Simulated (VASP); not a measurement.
Write the native input for VASP 6.6.1 that does the following.

| Property | Result |
| --- | --- |
| Task | single point |
| Functional | PBEsol |
| Potentials or basis | VASP PAW PBE potentials, release 64 (Li_sv) |
| Cutoff | 520 eV |
| k mesh | 16 × 16 × 16 |
| Occupations | fermi-dirac, width 0.1 eV |
| Spin | no spin polarisation |
| Dipole correction | no |
| Further INCAR settings | ALGO = Normal; EDIFF = 1e-06; NBANDS = 10 |

The structure of Li lies in POSCAR:

```
Li
1.0
    1.4503950929     -0.8373859973      2.1956549508
    0.0000000000      1.6747719946      2.1956549508
   -1.4503950929     -0.8373859973      2.1956549508
Li
2
Direct
    0.2406332887      0.2406332887      0.2406332887
   -0.2406332887     -0.2406332887     -0.2406332887
```

The input as run:

INCAR

```
PREC = Accurate
ENCUT = 520
EDIFF = 1E-6
ISMEAR = -1
SIGMA = 0.1
LREAL = False
LASPH = True
NELM = 60
ALGO = Normal
ISIF = 2
LWAVE = False
LCHARG = True
GGA = PS
LELF = True
LVHAR = True
NBANDS = 10
```

KPOINTS

```
regular mesh
0
Gamma
  16 16 16
```

Potentials or basis: VASP PAW PBE potentials, release 64 (Li_sv).

The run is started by

```bash
$ cat potpaw_PBE.64/Li_sv/POTCAR > POTCAR
$ mpirun -np 1 vasp_std > vasp.out
```

It gave:

| Property | Result |
| --- | --- |
| Largest force | 0.011 eV/Å |
| Band gap on the k mesh | zero (band 3 reaches 4.70 eV, above the bottom of band 4 at 4.34 eV) |

Caveat: the PAW data sets were made with another functional, which shifts forces and pressure a little.

It took 62 s on 1 thread of Intel(R) Xeon(R) Platinum 8375C CPU @ 2.90GHz (Ice Lake) (shared host), peak memory 0.17 GiB.
